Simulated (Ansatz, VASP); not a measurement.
**One calculation of AlPt, two programs**

Contents of POSCAR:

```
AlPt
1.0
    4.8789300000      0.0000000000      0.0000000000
    0.0000000000      4.8789300000      0.0000000000
    0.0000000000      0.0000000000      4.8789300000
Al Pt
4 4
Direct
    0.8440300000      0.8440300000      0.8440300000
    0.1559700000      0.3440300000      0.6559700000
    0.3440300000      0.6559700000      0.1559700000
    0.6559700000      0.1559700000      0.3440300000
    0.1550600000      0.1550600000      0.1550600000
    0.3449400000      0.8449400000      0.6550600000
    0.6550600000      0.3449400000      0.8449400000
    0.8449400000      0.6550600000      0.3449400000
```

File INCAR.step1:

```
SYSTEM = AlPt
ALGO = Normal ; EDIFF = 1E-4
ENCUT = 600 ; GGA = PE
ISMEAR = -1 ; LASPH = .TRUE.
LCHARG = .FALSE. ; LREAL = .FALSE.
LWAVE = .TRUE. ; NELM = 100
PREC = Accurate ; SIGMA = 0.1
```

INCAR.step2

```
SYSTEM = AlPt
ALGO = Normal ; EDIFF = 1E-7
EDIFFG = -0.01 ; ENCUT = 600
IBRION = 2 ; ISIF = 3
ISMEAR = -1 ; ISTART = 1
LASPH = .TRUE. ; LCHARG = .FALSE.
LMIXTAU = .TRUE. ; LREAL = .FALSE.
LWAVE = .FALSE. ; METAGGA = R2SCAN
NELM = 100 ; NSW = 80
PREC = Accurate ; SIGMA = 0.1
```

Contents of KPOINTS:

```
k-points
0
G
  5 5 5
  0 0 0
```

Input for Ansatz:

```yaml
crystal:
  lattice:
    bravais: cubic
    a: 4.87893
  space_group: 198
  atoms:
    - { symbol: Al, position: [0.84403, 0.84403, 0.84403] }
    - { symbol: Pt, position: [0.15506, 0.15506, 0.15506] }
basis:
  ecutwfc: 500.0
kpoints:
  mp_grid:
    grid: [5, 5, 5]
hamiltonian:
  xc: r2scan
scf:
  occupations:
    method: fermi_dirac
    width: 0.1
relax:
  max_steps: 60
  cell: {}
output:
  write_density: true
```

Alike in both runs: task relaxation of cell and atoms; functional r2SCAN; k mesh 5 × 5 × 5; occupations fermi-dirac, width 0.1 eV; no spin polarisation.

```csv
,VASP,Ansatz
version,VASP 6.6.1,Ansatz 0.2.0
potentials or method,"VASP PAW PBE potentials, release 64 (Al, Pt), cutoff 600 eV","plane waves, PAW"
valence electrons in the cell,52,84
```

VASP gave:

* relaxed volume (Å³/atom): 14.51
* relaxed length of the cell vector where the two differ most in proportion (Å): 4.878

Task: What did Ansatz give for the same quantities?

Result: Relaxed volume (Å³/atom): 14.52; relaxed length of the cell vector where the two differ most in proportion (Å): 4.879.

VASP's potentials were made for PBE, not for r2SCAN. VASP's potentials hold 52 valence electrons a cell and Ansatz's 84, so a difference there can come from the potentials and not from the codes.

Neither program's run includes spin-orbit coupling.
